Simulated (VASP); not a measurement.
# MgO (Fm-3m) in VASP: a series of runs

The runs below take MgO through single point, with LDA.

All numbers are computed with VASP 6.6.1; they aren't measurements. Logs are shortened: lines on timing, memory, paths and dates and some standing lists are left out, and cuts for length are marked.

**1. The cell of the first run**

It takes space group Fm-3m (No. 225, cubic). The conventional cell has a = 4.161 Å, b = 4.161 Å, c = 4.161 Å, α = 90.00°, β = 90.00°, γ = 90.00°. Within 2.8 Å of Mg (site symmetry m-3m) lie 6 O at 2.08 Å. Within 2.8 Å of O (site symmetry m-3m) lie 6 Mg at 2.08 Å.

**2. Single point, LDA**

INCAR reads:

```
SYSTEM = MgO
PREC = Accurate ; ENCUT = 750
EDIFF = 1E-6 ; ISMEAR = 0
SIGMA = 0.05 ; LREAL = .False.
LASPH = .True. ; NELM = 120
ALGO = Normal ; ISIF = 2
LWAVE = .False. ; LCHARG = .False.
GGA = CA ; NBANDS = 42
GGA_COMPAT = .False.
```

KPOINTS reads:

```
regular mesh
0
Gamma
  6 6 6
  0 0 0
```

POSCAR reads:

```
MgO
1.0
    4.1607146133      0.0000000000      0.0000000000
    0.0000000000     -4.1607146133      0.0000000000
    0.0000000000      0.0000000000     -4.1607146133
Mg O
4 4
Direct
    0.0000000000      1.0000000000      1.0000000000
    0.5000000000      0.5000000000      1.0000000000
    0.5000000000      1.0000000000      0.5000000000
    0.0000000000      0.5000000000      0.5000000000
    0.5000000000      0.0000000000      0.0000000000
    0.0000000000      0.5000000000      0.0000000000
    0.0000000000      0.0000000000      0.5000000000
    0.5000000000      0.5000000000      0.5000000000
```

Potentials or basis: VASP PAW LDA potentials, release 64 (Mg_sv, O).

The run is started by

```sh
$ cat potpaw_LDA.64/Mg_sv/POTCAR potpaw_LDA.64/O/POTCAR > POTCAR
$ mpirun -np 1 vasp_std > vasp.out
```

OUTCAR:

```text
SYSTEM = MgO
   PREC = Accurate
   ENCUT = 750
   EDIFF = 1E-6
   ISMEAR = 0
   LREAL = .False.
   LASPH = .True.
   NELM = 120
   ISIF = 2
   GGA = CA

 ion  position               nearest neighbor table
   1  0.000  0.000  0.000-   5 2.08   6 2.08   7 2.08   7 2.08   6 2.08   5 2.08
   2  0.500  0.500  0.000-   5 2.08   6 2.08   8 2.08   8 2.08   5 2.08   6 2.08
   3  0.500  0.000  0.500-   5 2.08   7 2.08   8 2.08   5 2.08   8 2.08   7 2.08
   4  0.000  0.500  0.500-   6 2.08   7 2.08   8 2.08   6 2.08   7 2.08   8 2.08
   5  0.500  0.000  0.000-   1 2.08   2 2.08   3 2.08   3 2.08   2 2.08   1 2.08
   6  0.000  0.500  0.000-   1 2.08   2 2.08   4 2.08   4 2.08   1 2.08   2 2.08
   7  0.000  0.000  0.500-   1 2.08   3 2.08   4 2.08   1 2.08   4 2.08   3 2.08
   8  0.500  0.500  0.500-   2 2.08   3 2.08   4 2.08   2 2.08   3 2.08   4 2.08

  LATTYP: Found a simple cubic cell.
 ALAT       =     4.1607146133

  Lattice vectors:

 A1 = (   4.1607146133,   0.0000000000,   0.0000000000)
 A2 = (   0.0000000000,  -4.1607146133,   0.0000000000)
 A3 = (   0.0000000000,   0.0000000000,  -4.1607146133)

Analysis of symmetry for initial positions (statically):
=====================================================================
 Subroutine PRICEL returns following result:

  LATTYP: Found a face centered cubic cell.
 ALAT       =     4.1607146133

  Lattice vectors:

 A1 = (   2.0803573066,   2.0803573066,   0.0000000000)
 A2 = (   2.0803573066,   0.0000000000,  -2.0803573066)
 A3 = (   0.0000000000,   2.0803573066,  -2.0803573067)

   4 primitive cells build up your supercell.

 Routine SETGRP: Setting up the symmetry group for a
 simple cubic supercell.

 Subroutine GETGRP returns: Found 48 space group operations
 (whereof 48 operations were pure point group operations)
 out of a pool of 48 trial point group operations.

The static configuration has the point symmetry O_h .

Analysis of symmetry for dynamics (positions and initial velocities):
=====================================================================
 Subroutine PRICEL returns following result:

  LATTYP: Found a face centered cubic cell.
 ALAT       =     4.1607146133

  Lattice vectors:

 A1 = (   2.0803573066,   2.0803573066,   0.0000000000)
 A2 = (   2.0803573066,   0.0000000000,  -2.0803573066)
[... 108 lines left out ...]
   EDIFFG = 0.1E-04   stopping-criterion for IOM
   NSW    =      0    number of steps for IOM
   IBRION =     -1    ionic relax: 0-MD 1-quasi-New 2-CG
   NFREE  =      0    steps in history (QN), initial steepest desc. (CG)
   ISIF   =      2    stress and relaxation
   ISYM   =      2    0-nonsym 1-usesym 2-fastsym
   POTIM  = 0.5000    time-step for ionic-motion
   TEBEG  =    0.0;   TEEND  =   0.0 temperature during run
   PSTRESS=    0.0 pullay stress
   NELECT =      64.0000    total number of electrons
   NUPDOWN=      -1.0000    fix difference up-down
   EMIN   =  10.00;   EMAX   =-10.00  energy-range for DOS
   EFERMI =   0.00;   METHOD = LEGACY
   ISMEAR =     0;   SIGMA  =   0.05  broadening in eV -4-tet -1-fermi 0-gaus
   EFERMI_NEDOS =   21; number of points for ismear=-14 and -15
   IALGO  =     38    algorithm
   IMIX   =      4    mixing-type and parameters
     AMIX     =   0.40;   BMIX     =  1.00
     AMIX_MAG =   1.60;   BMIX_MAG =  1.00
  volume/ion in A,a.u.               =       9.00        60.76
  Fermi-wavevector in a.u.,A,eV,Ry     =   1.573863  2.974170 33.702235  2.477044
  Thomas-Fermi vector in A             =   2.675083
   LORBIT       =      0    0 simple, 1 ext, 2 COOP (PROOUT), +10 PAW based schemes
   GGA     = CA    functional components
   LHFCALC =     F    Hartree Fock is set to
   AEXX    =    0.0000 exact exchange contribution
   IVDW    =     0    specifies the selected vdW correction
   LEPSILON=     F    determine dielectric tensor
   LRPA    =     F    only Hartree local field effects (RPA)
 non-spin polarized calculation
 Gauss-broadening in eV      SIGMA  =   0.05
  energy-cutoff  :      750.00
  volume of cell :       72.03
 maximum number of plane-waves:      3407
 NGX is ok and might be reduce to    40

 number of electron      63.9999993 magnetization

 Free energy of the ion-electron system (eV)
  ---------------------------------------------------
  ext. energy  EPLUGINS =         0.00000000
  ---------------------------------------------------
  free energy    TOTEN  =       -52.94191751 eV

  energy without entropy =      -52.94191751  energy(sigma->0) =      -52.94191751

 E-fermi :   3.1416     XC(G=0): -12.1248

 val. band max:        2.8522929387   @ k =   0.0000   0.0000   0.0000
 cond. band min:       7.8895243914   @ k =   0.0000   0.0000   0.0000
 fundamental gap:      5.0372314527
 Fermi energy:         3.1416176526

 k-point     1 :       0.0000    0.0000    0.0000
  band No.  band energies     occupation
      1     -68.3645      2.00000
      2     -68.3489      2.00000
      3     -68.3489      2.00000
      4     -68.3489      2.00000
      5     -35.9132      2.00000
      6     -35.9132      2.00000
[... 889 lines left out ...]
     41      19.2387      0.00000
     42      19.2387      0.00000

------------------------ aborting loop because EDIFF is reached ----------------------------------------

  FORCE on cell =-STRESS in cart. coord.  units (eV):
  Direction    XX          YY          ZZ          XY          YZ          ZX
  --------------------------------------------------------------------------------------
  -------------------------------------------------------------------------------------
  Total       -0.0377597     -0.0377597     -0.0377597     -0.0000000      0.0000000      0.0000000
  in kB       -0.8399144     -0.8399144     -0.8399144     -0.0000000      0.0000000      0.0000000
  external PRESSURE =      -0.8399144 kB  Pullay stress =       0.0000000 kB

 VOLUME and BASIS-vectors are now :
 -----------------------------------------------------------------------------
  energy-cutoff  :      750.00
  volume of cell :       72.03
      direct lattice vectors                 reciprocal lattice vectors
     4.160714613  0.000000000  0.000000000     0.240343329  0.000000000  0.000000000
     0.000000000 -4.160714613  0.000000000     0.000000000 -0.240343329  0.000000000
     0.000000000  0.000000000 -4.160714613     0.000000000  0.000000000 -0.240343329

 POSITION                                       TOTAL-FORCE (eV/Angst)
 -----------------------------------------------------------------------------------
      0.00000      0.00000      0.00000        -0.000000      0.000000      0.000000
      2.08036     -2.08036      0.00000         0.000000      0.000000      0.000000
      2.08036      0.00000     -2.08036         0.000000      0.000000     -0.000000
      0.00000     -2.08036     -2.08036         0.000000     -0.000000     -0.000000
      2.08036      0.00000      0.00000        -0.000000     -0.000000      0.000000
      0.00000     -2.08036      0.00000         0.000000     -0.000000      0.000000
      0.00000      0.00000     -2.08036         0.000000     -0.000000      0.000000
      2.08036     -2.08036     -2.08036         0.000000     -0.000000      0.000000
 -----------------------------------------------------------------------------------
    total drift:                                0.000000     -0.000000      0.000000

  FREE ENERGIE OF THE ION-ELECTRON SYSTEM (eV)
  ---------------------------------------------------
  free  energy   TOTEN  =       -52.9419175059 eV

  energy  without entropy=      -52.9419175059  energy(sigma->0) =      -52.94191751
```

stdout:

```text
POSCAR found type information on POSCAR MgO
 POSCAR found :  2 types and       8 ions
 scaLAPACK will be used
 LDA part: xc-table for (Slater(with rela. corr.)+CA(PZ))
 , standard interpolation
 POSCAR, INCAR and KPOINTS ok, starting setup
 FFT: planning ... GRIDC
 FFT: planning ... GRID_SOFT
 FFT: planning ... GRID
 WAVECAR not read
 entering main loop
```

Wall time 82 s (1 thread of Intel Xeon Platinum 8375C at 2.90GHz (Ice Lake), shared host); peak memory 0.23 GiB.

Results:

* Free energy: -52.9419 eV
* Pressure: -0.1 GPa
* Band gap on the k mesh: 5.04 eV

Levels at points of the mesh, in eV from the valence-band top:
```
           k point  band 30  band 31  band 32  band 33  band 34  band 35
(0.00, 0.00, 0.00)     0.00     0.00     0.00     5.04     8.93     8.93
(0.50, 0.00, 0.00)    -0.78    -0.78    -0.78     8.35     8.35    11.02
(0.50, 0.50, 0.00)    -0.71    -0.71    -0.71     9.68     9.68     9.68
(0.50, 0.50, 0.50)    -0.71    -0.71    -0.71     7.97     7.97     7.97
```

**3. Single point, LDA**

This run uses another cell than the first one: it holds 2 atoms, not 8.

INCAR reads:

```
SYSTEM = MgO
PREC = Accurate
ENCUT = 600
EDIFF = 1E-6
ISMEAR = 0
SIGMA = 0.1
LREAL = .False.
LASPH = .True.
NELM = 120
ALGO = Normal
ISIF = 2
LWAVE = .False.
LCHARG = .True.
LELF = .True.
LVHAR = .True.
NBANDS = 11
GGA_COMPAT = .False.
```

KPOINTS reads:

```
Automatic mesh
0
Gamma
  8 8 8
  0 0 0
```

POSCAR reads:

```
MgO
1.0
    0.0000000000      2.1351500000      2.1351500000
    2.1351500000      0.0000000000      2.1351500000
    2.1351500000      2.1351500000      0.0000000000
Mg O
1 1
Direct
    0.0000000000      0.0000000000      0.0000000000
    0.5000000000      0.5000000000      0.5000000000
```

Potentials or basis: VASP PAW LDA potentials, release 64 (Mg, O).

The run is started by

```sh
$ cat potpaw_LDA.64/Mg/POTCAR potpaw_LDA.64/O/POTCAR > POTCAR
$ mpirun -np 1 vasp_std > vasp.out
```

Run time: 4.8 s. Hardware: 1 thread of AMD EPYC 7R13 (Zen 3), shared host; peak memory 0.1 GiB.

It converged, with:

```
Free energy            : -13.3768 eV
Pressure               : -13.5 GPa
Band gap on the k mesh : 4.27 eV
```

Levels at points of the mesh, in eV from the valence-band top:
| k point | band 1 | band 2 | band 3 | band 4 | band 5 | band 6 | band 7 | band 8 | band 9 |
| --- | --- | --- | --- | --- | --- | --- | --- | --- | --- |
| (0.00, 0.00, 0.00) | -16.79 | 0.00 | 0.00 | 0.00 | 4.27 | 15.30 | 15.30 | 15.30 | 19.22 |
| (0.50, 0.00, 0.00) | -15.54 | -4.52 | -0.62 | -0.62 | 7.48 | 11.94 | 15.58 | 15.58 | 19.96 |
| (0.50, 0.50, 0.00) | -15.29 | -3.98 | -1.32 | -1.32 | 8.85 | 9.27 | 12.47 | 18.02 | 18.02 |

Caveat: the cell stands under tension. As with any semilocal functional, this LDA gap is likely too small.

**4. Single point, LDA**

This run uses another cell than the first one: it holds 2 atoms, not 8.

INCAR reads:

```
SYSTEM = MgO
ALGO     = Normal         ! electronic algorithm
EDIFF    = 1E-6           ! SCF threshold, eV
ENCUT    = 600            ! plane-wave cutoff, eV
GGA      = CA             ! functional
GGA_COMPAT= .FALSE.      
ISIF     = 2              ! what is computed and relaxed
ISMEAR   = 0              ! smearing method
LASPH    = .TRUE.         ! aspherical terms in the spheres
LCHARG   = .FALSE.        ! write CHGCAR
LREAL    = .FALSE.        ! projectors in reciprocal space
LWAVE    = .FALSE.        ! write WAVECAR
NBANDS   = 11             ! bands
NELM     = 120            ! most SCF steps
PREC     = Accurate       ! precision mode
SIGMA    = 0.1            ! smearing width, eV
```

KPOINTS reads:

```
k-points
0
G
  8 8 8
  0 0 0
```

POSCAR reads:

```
MgO
1.0
    0.0000000000      2.0819698591      2.0819698591
    2.0819698591      0.0000000000      2.0819698591
    2.0819698591      2.0819698591      0.0000000000
Mg O
1 1
Direct
    0.0000000000      0.0000000000      0.0000000000
    0.5000000000      0.5000000000      0.5000000000
```

Potentials or basis: VASP PAW LDA potentials, release 64 (Mg, O).

The run is started by

```sh
$ cat potpaw_LDA.64/Mg/POTCAR potpaw_LDA.64/O/POTCAR > POTCAR
$ mpirun -np 1 vasp_std > vasp.out
```

OUTCAR:

```text
SYSTEM = MgO
   EDIFF = 1E-6
   ENCUT = 600
   GGA = CA
   ISIF = 2
   ISMEAR = 0
   LASPH = .TRUE.
   LREAL = .FALSE.
   NELM = 120
   PREC = Accurate

 ion  position               nearest neighbor table
   1  0.000  0.000  0.000-   2 2.08   2 2.08   2 2.08   2 2.08   2 2.08   2 2.08
   2  0.500  0.500  0.500-   1 2.08   1 2.08   1 2.08   1 2.08   1 2.08   1 2.08

  LATTYP: Found a face centered cubic cell.
 ALAT       =     4.1639397182

  Lattice vectors:

 A1 = (   0.0000000000,   2.0819698591,   2.0819698591)
 A2 = (   2.0819698591,   0.0000000000,   2.0819698591)
 A3 = (   2.0819698591,   2.0819698591,   0.0000000000)

Analysis of symmetry for initial positions (statically):
=====================================================================
 Subroutine PRICEL returns:
 Original cell was already a primitive cell.

 Routine SETGRP: Setting up the symmetry group for a
 face centered cubic supercell.

 Subroutine GETGRP returns: Found 48 space group operations
 (whereof 48 operations were pure point group operations)
 out of a pool of 48 trial point group operations.

The static configuration has the point symmetry O_h .

[... 171 lines left out ...]
      3       3.1447      2.00000
      4       3.1447      2.00000
      5       8.1462      0.00000
      6      18.8596      0.00000
      7      18.8596      0.00000
      8      18.8596      0.00000
      9      22.9752      0.00000
     10      24.6618      0.00000
     11      24.6618      0.00000
[... 309 lines left out ...]
 k-point    24 :      -0.3750    0.2500    0.1250
  band No.  band energies     occupation
      1     -12.4300      2.00000
      2      -1.0670      2.00000
      3       1.0936      2.00000
      4       2.0908      2.00000
      5      12.8886      0.00000
      6      15.4668      0.00000
      7      16.7129      0.00000
      8      20.1533      0.00000
      9      23.8027      0.00000
     10      25.3410      0.00000
     11      29.4835      0.00000

 [... further k-points ...]

------------------------ aborting loop because EDIFF is reached ----------------------------------------

  FORCE on cell =-STRESS in cart. coord.  units (eV):
  Direction    XX          YY          ZZ          XY          YZ          ZX
  --------------------------------------------------------------------------------------
  -------------------------------------------------------------------------------------
  Total       -0.2857512     -0.2857512     -0.2857512      0.0000000      0.0000000     -0.0000000
  in kB      -25.3656076    -25.3656076    -25.3656076      0.0000000      0.0000000     -0.0000000
  external PRESSURE =     -25.3656076 kB  Pullay stress =       0.0000000 kB

 VOLUME and BASIS-vectors are now :
 -----------------------------------------------------------------------------
  energy-cutoff  :      600.00
  volume of cell :       18.05
      direct lattice vectors                 reciprocal lattice vectors
     0.000000000  2.081969859  2.081969859    -0.240157175  0.240157175  0.240157175
     2.081969859  0.000000000  2.081969859     0.240157175 -0.240157175  0.240157175
     2.081969859  2.081969859  0.000000000     0.240157175  0.240157175 -0.240157175

 POSITION                                       TOTAL-FORCE (eV/Angst)
 -----------------------------------------------------------------------------------
      0.00000      0.00000      0.00000         0.000000      0.000000      0.000000
      2.08197      2.08197      2.08197        -0.000000     -0.000000      0.000000
 -----------------------------------------------------------------------------------
    total drift:                               -0.000000     -0.000000      0.000000

  FREE ENERGIE OF THE ION-ELECTRON SYSTEM (eV)
  ---------------------------------------------------
  free  energy   TOTEN  =       -13.4474754221 eV

  energy  without entropy=      -13.4474754221  energy(sigma->0) =      -13.44747542
```

OSZICAR:

```text
N       E                     dE             d eps       ncg     rms          rms(c)
DAV:   1     0.193417435810E+02    0.19342E+02   -0.49585E+03   694   0.732E+02
DAV:   2    -0.142104920457E+02   -0.33552E+02   -0.32959E+02   736   0.157E+02
DAV:   3    -0.150251750518E+02   -0.81468E+00   -0.81421E+00   781   0.211E+01
DAV:   4    -0.150273299548E+02   -0.21549E-02   -0.21548E-02   686   0.116E+00
DAV:   5    -0.150273360637E+02   -0.61089E-05   -0.61089E-05   752   0.592E-02    0.708E+00
DAV:   6    -0.135096815945E+02    0.15177E+01   -0.85686E+00   659   0.161E+01    0.220E+00
DAV:   7    -0.134717080899E+02    0.37974E-01   -0.58619E-02   695   0.219E+00    0.129E+00
DAV:   8    -0.134479500768E+02    0.23758E-01   -0.29401E-02   665   0.176E+00    0.225E-01
DAV:   9    -0.134476164117E+02    0.33367E-03   -0.38574E-04   734   0.146E-01    0.135E-01
DAV:  10    -0.134474759482E+02    0.14046E-03   -0.36435E-04   677   0.160E-01    0.592E-03
DAV:  11    -0.134474754221E+02    0.52608E-06   -0.39375E-06   704   0.114E-02
   1 F= -.13447475E+02 E0= -.13447475E+02  d E =-.738432E-14
```

Wall time 4.4 s (1 thread of AMD EPYC 7R13 (Zen 3), shared host); peak memory 0.1 GiB.

What came out:

```
Free energy            : -13.4475 eV
Pressure               : -2.5 GPa
Band gap on the k mesh : 5.00 eV
```

Levels at points of the mesh, in eV from the valence-band top:
| k point | band 1 | band 2 | band 3 | band 4 | band 5 | band 6 | band 7 | band 8 | band 9 |
| --- | --- | --- | --- | --- | --- | --- | --- | --- | --- |
| (0.00, 0.00, 0.00) | -17.19 | 0.00 | 0.00 | 0.00 | 5.00 | 15.71 | 15.71 | 15.71 | 19.83 |
| (0.50, 0.00, 0.00) | -15.74 | -4.85 | -0.71 | -0.71 | 7.95 | 12.79 | 16.35 | 16.35 | 21.08 |
| (0.50, 0.50, 0.00) | -15.46 | -4.30 | -1.42 | -1.42 | 8.92 | 10.08 | 13.26 | 19.16 | 19.16 |

**5. Single point, LDA**

This run uses another cell than the first one: it holds 2 atoms, not 8.

INCAR reads:

```
SYSTEM = MgO
PREC = Accurate
ENCUT = 600
EDIFF = 1E-6
ISMEAR = 0
SIGMA = 0.02
LREAL = .FALSE.
LASPH = .TRUE.
NELM = 120
ALGO = Normal
ISIF = 2
LWAVE = .FALSE.
LCHARG = .FALSE.
GGA = CA
NBANDS = 11
GGA_COMPAT = .FALSE.
```

KPOINTS reads:

```
regular mesh
0
G
  10 10 10
  0 0 0
```

POSCAR reads:

```
MgO
1.0
    0.0000000000      2.0803573067      2.0803573067
    2.0803573067      0.0000000000      2.0803573067
    2.0803573067      2.0803573067      0.0000000000
Mg O
1 1
Direct
    0.0000000000      0.0000000000      0.0000000000
    0.5000000000      0.5000000000      0.5000000000
```

The run is started by

```sh
$ cat potpaw_LDA.64/Mg/POTCAR potpaw_LDA.64/O/POTCAR > POTCAR
$ mpirun -np 1 vasp_std > vasp.out
```

Run time: 6.7 s. Hardware: 1 thread of AMD EPYC 7R13 (Zen 3), shared host; peak memory 0.1 GiB.

It converged, with:

| Item | Value |
| --- | --- |
| Free energy | -13.4480 eV |
| Pressure | -2.1 GPa |
| Band gap on the k mesh | 5.03 eV |

Levels at points of the mesh, in eV from the valence-band top:
```tsv
k point	band 1	band 2	band 3	band 4	band 5	band 6	band 7	band 8
(0.00, 0.00, 0.00)	-17.20	0.00	0.00	0.00	5.03	15.73	15.73	15.73
(0.50, 0.00, 0.00)	-15.75	-4.87	-0.71	-0.71	7.97	12.82	16.38	16.38
(0.50, 0.50, 0.00)	-15.46	-4.31	-1.43	-1.43	8.93	10.11	13.28	19.19
```

**6. The runs side by side**

```tsv
potentials or basis	cell	k mesh	cutoff (eV)	smearing	mended	gap on the mesh (eV)	pressure (GPa)
VASP PAW LDA potentials, release 64 (Mg_sv, O)	a = 4.161 Å, 8 atoms, atomic positions A	6 × 6 × 6	750	gaussian 0.05 eV	yes	5.04	-0.1
VASP PAW LDA potentials, release 64 (Mg, O)	a = 3.020 Å, angles 60.0°, 2 atoms, atomic positions B	8 × 8 × 8	600	gaussian 0.1 eV	-	4.27	-13.5
VASP PAW LDA potentials, release 64 (Mg, O)	a = 2.944 Å, angles 60.0°, 2 atoms, atomic positions B	8 × 8 × 8	600	gaussian 0.1 eV	-	5.00	-2.5
VASP PAW LDA potentials, release 64 (Mg, O)	a = 2.942 Å, angles 60.0°, 2 atoms, atomic positions B	10 × 10 × 10	600	gaussian 0.02 eV	-	5.03	-2.1
```

Alike in all rows: task single point; level LDA; no spin polarisation.

Caveats: the cell stands under tension (at least some runs).

Total energies depend on the potentials used, so only differences within one code and one set of settings carry meaning.
